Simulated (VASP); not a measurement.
# FeGe (P1) in VASP: a series of runs

The runs below take FeGe through single point, with r2SCAN.

Everything below comes from runs of VASP 6.6.1. Logs are shortened: lines on timing, memory, paths and dates and some standing lists are left out, and cuts for length are marked.

## (1) The cell of the first run

The typed cell holds 2 atoms: a = 3.016 Å, b = 3.016 Å, c = 3.016 Å, α = 90.00°, β = 90.00°, γ = 90.00°.

## (2) Single point, r2SCAN, collinear spin, ferromagnetic start

The input, POSCAR:

```
FeGe
1.0
    3.0161717160      0.0000000000      0.0000000000
    0.0000000000      3.0161717160      0.0000000000
    0.0000000000      0.0000000000      3.0161717160
Fe Ge
1 1
Direct
    0.1370000000      0.2910000000      0.4180000000
    0.6003440200      0.7417515000      0.8715288900
```

The input, INCAR.step1:

```
SYSTEM = FeGe
ALGO     = Normal         ! electronic algorithm
EDIFF    = 1E-4           ! SCF threshold, eV
ENCUT    = 520            ! plane-wave cutoff, eV
GGA      = PE             ! functional
ISMEAR   = 0              ! smearing method
ISPIN    = 2              ! spin polarisation
LASPH    = .TRUE.         ! aspherical terms in the spheres
LCHARG   = .FALSE.        ! write CHGCAR
LMAXMIX  = 4              ! l up to which the mixer works
LREAL    = .FALSE.        ! projectors in reciprocal space
LWAVE    = .TRUE.         ! write WAVECAR
MAGMOM   = 2 0            ! initial moments
NBANDS   = 22             ! bands
NELM     = 150            ! most SCF steps
PREC     = Accurate       ! precision mode
SIGMA    = 0.05           ! smearing width, eV
```

The input, INCAR.step2:

```
SYSTEM = FeGe
ALGO     = Normal         ! electronic algorithm
EDIFF    = 1E-6           ! SCF threshold, eV
ENCUT    = 520            ! plane-wave cutoff, eV
ISIF     = 2              ! what is computed and relaxed
ISMEAR   = 0              ! smearing method
ISPIN    = 2              ! spin polarisation
ISTART   = 1            
LASPH    = .TRUE.         ! aspherical terms in the spheres
LCHARG   = .TRUE.         ! write CHGCAR
LELF     = .TRUE.         ! ELF
LMAXMIX  = 4              ! l up to which the mixer works
LMIXTAU  = .TRUE.       
LORBIT   = 11             ! projections on sites
LREAL    = .FALSE.        ! projectors in reciprocal space
LVHAR    = .TRUE.       
LWAVE    = .FALSE.        ! write WAVECAR
MAGMOM   = 2 0            ! initial moments
METAGGA  = R2SCAN         ! meta-GGA
NBANDS   = 22             ! bands
NELM     = 150            ! most SCF steps
PREC     = Accurate       ! precision mode
SIGMA    = 0.05           ! smearing width, eV
```

The input, KPOINTS:

```
k-points
0
G
  3 3 3
  0 0 0
```

Potentials or basis: VASP PAW PBE potentials, release 64 (Fe, Ge_d).

Run with:

```console
$ cat potpaw_PBE.64/Fe/POTCAR potpaw_PBE.64/Ge_d/POTCAR > POTCAR
$ cp INCAR.step1 INCAR
$ mpirun -np 1 vasp_std > vasp.out
$ cp INCAR.step2 INCAR
$ mpirun -np 1 vasp_std > vasp.out
```

OUTCAR:

```text
SYSTEM = FeGe
   EDIFF = 1E-6
   ENCUT = 520
   ISIF = 2
   ISMEAR = 0
   ISPIN = 2
   ISTART = 1
   LASPH = .TRUE.
   LORBIT = 11
   LREAL = .FALSE.
   METAGGA = R2SCAN
   NELM = 150
   PREC = Accurate

 ion  position               nearest neighbor table
   1  0.137  0.291  0.418-   2 2.38   2 2.52   2 2.55   2 2.56   2 2.68   2 2.69   2 2.72   2 2.84

   2  0.600  0.742  0.872-   1 2.38   1 2.52   1 2.55   1 2.56   1 2.68   1 2.69   1 2.72   1 2.84

  LATTYP: Found a simple cubic cell.
 ALAT       =     3.0161717160

  Lattice vectors:

 A1 = (   3.0161717160,   0.0000000000,   0.0000000000)
 A2 = (   0.0000000000,   3.0161717160,   0.0000000000)
 A3 = (   0.0000000000,   0.0000000000,   3.0161717160)

Analysis of symmetry for initial positions (statically):
=====================================================================
 Subroutine PRICEL returns:
 Original cell was already a primitive cell.

 Routine SETGRP: Setting up the symmetry group for a
 simple cubic supercell.

 Subroutine GETGRP returns: Found  1 space group operations
 (whereof  1 operations were pure point group operations)
 out of a pool of 48 trial point group operations.

The static configuration has the point symmetry C_1 .

Analysis of symmetry for dynamics (positions and initial velocities):
=====================================================================
 Subroutine PRICEL returns:
 Original cell was already a primitive cell.

 Routine SETGRP: Setting up the symmetry group for a
 simple cubic supercell.

 Subroutine GETGRP returns: Found  1 space group operations
 (whereof  1 operations were pure point group operations)
 out of a pool of 48 trial point group operations.

The dynamic configuration has the point symmetry C_1 .

Analysis of structural, dynamic, and magnetic symmetry:
=====================================================================
 Subroutine PRICEL returns:
 Original cell was already a primitive cell.

 Routine SETGRP: Setting up the symmetry group for a
 simple cubic supercell.

 Subroutine GETGRP returns: Found  1 space group operations
 (whereof  1 operations were pure point group operations)
 out of a pool of 48 trial point group operations.

The overall configuration has the point symmetry C_1 .

 Subroutine INISYM returns: Found  1 space group operations
 (whereof  1 operations are pure point group operations),
 and found     1 'primitive' translations

----------------------------------------------------------------------------------------

                                     Primitive cell

  volume of cell :      27.4390

  direct lattice vectors                    reciprocal lattice vectors
     3.016171716  0.000000000  0.000000000     0.331546110  0.000000000  0.000000000
     0.000000000  3.016171716  0.000000000     0.000000000  0.331546110  0.000000000
     0.000000000  0.000000000  3.016171716     0.000000000  0.000000000  0.331546110

  length of vectors
     3.016171716  3.016171716  3.016171716     0.331546110  0.331546110  0.331546110

  position of ions in fractional coordinates (direct lattice)
     0.137000000  0.291000000  0.418000000
     0.600344020  0.741751500  0.871528890

  ion indices of the primitive-cell ions
   primitive index   ion index
                 1           1
                 2           2

----------------------------------------------------------------------------------------

 KPOINTS: k-points

Automatic generation of k-mesh.
 Grid dimensions read from file:
 generate k-points for:    3    3    3

 Generating k-lattice:

  Cartesian coordinates                     Fractional coordinates (reciprocal lattice)
     0.110515370  0.000000000  0.000000000     0.333333333  0.000000000  0.000000000
     0.000000000  0.110515370  0.000000000     0.000000000  0.333333333  0.000000000
     0.000000000  0.000000000  0.110515370     0.000000000  0.000000000  0.333333333

  Length of vectors
     0.110515370  0.110515370  0.110515370

  Shift w.r.t. Gamma in fractional coordinates (k-lattice)
     0.000000000  0.000000000  0.000000000

 Subroutine IBZKPT returns following result:
 ===========================================

 Found     14 irreducible k-points:

 Following reciprocal coordinates:
            Coordinates               Weight
  0.000000  0.000000  0.000000      1.000000
  0.333333  0.000000  0.000000      2.000000
  0.000000  0.333333  0.000000      2.000000
  0.000000  0.000000  0.333333      2.000000
  0.333333  0.333333  0.000000      2.000000
  0.000000  0.333333  0.333333      2.000000
  0.333333  0.000000  0.333333      2.000000
 -0.333333  0.333333  0.000000      2.000000
 -0.333333  0.000000  0.333333      2.000000
  0.000000 -0.333333  0.333333      2.000000
  0.333333  0.333333  0.333333      2.000000
 -0.333333  0.333333  0.333333      2.000000
 -0.333333 -0.333333  0.333333      2.000000
  0.333333 -0.333333  0.333333      2.000000
   k-points           NKPTS =     14   k-points in BZ     NKDIM =     14   number of bands    NBANDS=     22
   number of dos      NEDOS =    301   number of ions     NIONS =      2
   total plane-waves  NPLWV =  13824
   dimension x,y,z NGX =    24 NGY =   24 NGZ =   24
   dimension x,y,z NGXF=    48 NGYF=   48 NGZF=   48
   ions per type =               1   1
   NGX,Y,Z   is equivalent  to a cutoff of  13.23, 13.23, 13.23 a.u.
   NGXF,Y,Z  is equivalent  to a cutoff of  26.46, 26.46, 26.46 a.u.
 SYSTEM =  FeGe
   PREC   = accura    normal or accurate (medium, high low for compatibility)
   ISTART =      1    job   : 0-new  1-cont  2-samecut
   ICHARG =      0    charge: 1-file 2-atom 10-const
   ISPIN  =      2    spin polarized calculation?
   LNONCOLLINEAR =      F non collinear calculations
   LSORBIT =      F    spin-orbit coupling
   LASPH  =      T    aspherical Exc in radial PAW
   ENCUT  =  520.0 eV  38.22 Ry    6.18 a.u.   5.61  5.61  5.61*2*pi/ulx,y,z
   NELM   =    150;   NELMIN=  2; NELMDL=  0     # of ELM steps
   EDIFF  = 0.1E-05   stopping-criterion for ELM
   LREAL  =      F    real-space projection
   EDIFFG = 0.1E-04   stopping-criterion for IOM
   NSW    =      0    number of steps for IOM
   IBRION =     -1    ionic relax: 0-MD 1-quasi-New 2-CG
   NFREE  =      0    steps in history (QN), initial steepest desc. (CG)
   ISIF   =      2    stress and relaxation
   ISYM   =      2    0-nonsym 1-usesym 2-fastsym
   POTIM  = 0.5000    time-step for ionic-motion
   TEBEG  =    0.0;   TEEND  =   0.0 temperature during run
   PSTRESS=    0.0 pullay stress
   NELECT =      22.0000    total number of electrons
   NUPDOWN=      -1.0000    fix difference up-down
   EMIN   =  10.00;   EMAX   =-10.00  energy-range for DOS
   EFERMI =   0.00;   METHOD = LEGACY
   ISMEAR =     0;   SIGMA  =   0.05  broadening in eV -4-tet -1-fermi 0-gaus
   EFERMI_NEDOS =   21; number of points for ismear=-14 and -15
   IALGO  =     38    algorithm
   IMIX   =      4    mixing-type and parameters
     AMIX     =   0.40;   BMIX     =  1.00
     AMIX_MAG =   1.60;   BMIX_MAG =  1.00
  volume/ion in A,a.u.               =      13.72        92.58
  Fermi-wavevector in a.u.,A,eV,Ry     =   1.520873  2.874034 31.471026  2.313055
  Thomas-Fermi vector in A             =   2.629665
   LORBIT       =     11    0 simple, 1 ext, 2 COOP (PROOUT), +10 PAW based schemes
   METAGGA = R2SCAN    functional components
   LHFCALC =     F    Hartree Fock is set to
   AEXX    =    0.0000 exact exchange contribution
   IVDW    =     0    specifies the selected vdW correction
   LEPSILON=     F    determine dielectric tensor
   LRPA    =     F    only Hartree local field effects (RPA)
 spin polarized calculation
 Gauss-broadening in eV      SIGMA  =   0.05
  energy-cutoff  :      520.00
  volume of cell :       27.44
 maximum number of plane-waves:       748
 NGX is ok and might be reduce to    24
   NGX = 11   NGY = 11   NGZ = 11

 number of electron      22.0000001 magnetization      -0.0000000

 number of electron      22.0000001 magnetization       0.0000000

 Free energy of the ion-electron system (eV)
  ---------------------------------------------------
  ext. energy  EPLUGINS =         0.00000000
  ---------------------------------------------------
  free energy    TOTEN  =       -27.25401443 eV

  energy without entropy =      -27.25401443  energy(sigma->0) =      -27.25401443

 E-fermi :   7.1507     XC(G=0): -13.8096

 val. band max:        6.8103990880   @ k =   0.3333   0.0000   0.0000
 cond. band min:       7.4411265104   @ k =   0.3333  -0.3333   0.3333
 fundamental gap:      0.6307274224
 Fermi energy:         7.1506619769

 spin component 1

 k-point     1 :       0.0000    0.0000    0.0000
  band No.  band energies     occupation
      1     -18.2876      1.00000
      2     -18.2853      1.00000
      3     -18.2043      1.00000
      4     -18.1938      1.00000
      5     -18.1917      1.00000
      6      -6.1469      1.00000
[... 14 lines left out ...]
     21      29.3900      0.00000
     22      29.3991      0.00000
[... 301 lines left out ...]
 k-point    14 :       0.3333   -0.3333    0.3333
  band No.  band energies     occupation
      1     -18.2495      1.00000
      2     -18.2414      1.00000
      3     -18.2392      1.00000
      4     -18.1775      1.00000
      5     -18.1749      1.00000
      6      -1.2790      1.00000
[... 14 lines left out ...]
     21      31.8979      0.00000
     22      34.7956      0.00000
 Fermi energy:         7.1506619769

 spin component 2

 k-point     1 :       0.0000    0.0000    0.0000
  band No.  band energies     occupation
      1     -18.2876      1.00000
      2     -18.2853      1.00000
      3     -18.2043      1.00000
      4     -18.1938      1.00000
      5     -18.1917      1.00000
      6      -6.1469      1.00000
[... 14 lines left out ...]
     21      29.3900      0.00000
     22      29.3992      0.00000
[... 302 lines left out ...]
  band No.  band energies     occupation
      1     -18.2495      1.00000
      2     -18.2414      1.00000
      3     -18.2392      1.00000
      4     -18.1775      1.00000
      5     -18.1749      1.00000
      6      -1.2790      1.00000
[... 14 lines left out ...]
     21      31.8979      0.00000
     22      34.7956      0.00000

------------------------ aborting loop because EDIFF is reached ----------------------------------------

  FORCE on cell =-STRESS in cart. coord.  units (eV):
  Direction    XX          YY          ZZ          XY          YZ          ZX
  --------------------------------------------------------------------------------------
  -------------------------------------------------------------------------------------
  Total       -3.6949694     -3.6870154     -3.6900299      0.4681398      0.5792081      0.4449978
  in kB     -215.7512114   -215.2867707   -215.4627902     27.3349321     33.8202656     25.9836569
  external PRESSURE =    -215.5002575 kB  Pullay stress =       0.0000000 kB

 VOLUME and BASIS-vectors are now :
 -----------------------------------------------------------------------------
  energy-cutoff  :      520.00
  volume of cell :       27.44
      direct lattice vectors                 reciprocal lattice vectors
     3.016171716  0.000000000  0.000000000     0.331546110  0.000000000  0.000000000
     0.000000000  3.016171716  0.000000000     0.000000000  0.331546110  0.000000000
     0.000000000  0.000000000  3.016171716     0.000000000  0.000000000  0.331546110

 POSITION                                       TOTAL-FORCE (eV/Angst)
 -----------------------------------------------------------------------------------
      0.41322      0.87771      1.26076        -0.207933     -0.254385     -0.244754
      1.81074      2.23725      2.62868         0.207933      0.254385      0.244754
 -----------------------------------------------------------------------------------
    total drift:                                0.006375      0.007488      0.005681

  FREE ENERGIE OF THE ION-ELECTRON SYSTEM (eV)
  ---------------------------------------------------
  free  energy   TOTEN  =       -27.2540144331 eV

  energy  without entropy=      -27.2540144331  energy(sigma->0) =      -27.25401443

 total charge

# of ion       s       p       d       tot
------------------------------------------
    1        0.367   0.419   6.413   7.199
    2        1.067   1.160  10.099  12.326
--------------------------------------------------
tot          1.434   1.579  16.512  19.526

 magnetization (x)

# of ion       s       p       d       tot
------------------------------------------
    1        0.000  -0.000  -0.000  -0.000
    2       -0.000   0.000   0.000   0.000
--------------------------------------------------
tot         -0.000   0.000  -0.000  -0.000
```

Run time: 39 s. Hardware: 1 thread of Intel Xeon 6975P-C, shared host; peak memory 0.16 GiB.

What came out:

* Free energy: -27.2540 eV
* Pressure: -21.6 GPa
* Largest force: 0.410 eV/Å
* Band gap on the k mesh: 0.63 eV, indirect (least direct gap 0.77 eV)
* Net moment: 0.00 μB per cell
* Valence electrons inside the program's atomic spheres: Fe 7.20; Ge 12.33

Forces on the atoms (eV/Å):
```
Fe  -0.208 -0.254 -0.245
Ge   0.208  0.254  0.245
```

Caveat: the k points lie up to 0.69 Å⁻¹ apart; the starting moments collapsed, and a magnetic state may lie lower; the PAW data sets were made with another functional, which shifts forces and pressure a little.

(Continued in part 2 of 2.)
